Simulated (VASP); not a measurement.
Set up this calculation in VASP 6.6.1, as the native input.

| Item | Value |
| --- | --- |
| Task | single point |
| Functional | RPBE |
| Dispersion | D3(BJ) |
| Potentials or basis | VASP PAW PBE potentials, release 64 (Mg, S) |
| Cutoff | 520 eV |
| k mesh | 4 × 4 × 4 |
| Occupations | gaussian, width 0.01 eV |
| Spin | no spin polarisation |
| Dipole correction | no |
| Further INCAR settings | ALGO = Normal; EDIFF = 1e-07; NBANDS = 11 |

The structure of MgS (Niningerite) lies in POSCAR:

```
MgS
1.0
   -0.0049983028      2.6274445338      2.6694142511
    2.5317054986      0.0299798004      2.6344361478
    2.5758488265      2.6366097585     -0.0141635275
Mg S
1 1
Direct
    0.9883300000      0.0161000000      0.9963000000
    0.4992800000      0.4796700000      0.5177400000
```

These files were run (other wordings do the same):

INCAR

```
SYSTEM = MgS
ALGO     = Normal         ! electronic algorithm
EDIFF    = 1E-7           ! SCF threshold, eV
ENCUT    = 520            ! plane-wave cutoff, eV
GGA      = RP             ! functional
ISIF     = 2              ! what is computed and relaxed
ISMEAR   = 0              ! smearing method
IVDW     = 12             ! dispersion correction
LASPH    = .TRUE.         ! aspherical terms in the spheres
LCHARG   = .FALSE.        ! write CHGCAR
LREAL    = .FALSE.        ! projectors in reciprocal space
LWAVE    = .FALSE.        ! write WAVECAR
NBANDS   = 11             ! bands
NELM     = 80             ! most SCF steps
PREC     = Accurate       ! precision mode
SIGMA    = 0.01           ! smearing width, eV
```

KPOINTS

```
k-points
0
G
  4 4 4
  0 0 0
```

Potentials or basis: VASP PAW PBE potentials, release 64 (Mg, S).

Command:

```sh
$ cat potpaw_PBE.64/Mg/POTCAR potpaw_PBE.64/S/POTCAR > POTCAR
$ mpirun -np 1 vasp_std > vasp.out
```

It gave:

* Pressure: -13.2 GPa
* Largest force: 0.349 eV/Å
* Band gap on the k mesh: 2.64 eV, indirect (least direct gap 3.63 eV)
* Dispersion energy per atom: -1.404 eV

Caveat: the k points lie up to 0.53 Å⁻¹ apart; the PAW data sets were made with another functional, which shifts forces and pressure a little.

It took 16 s on 1 thread of AMD EPYC 7R43 64-Core Processor (Zen 3) (shared host), peak memory 0.14 GiB.
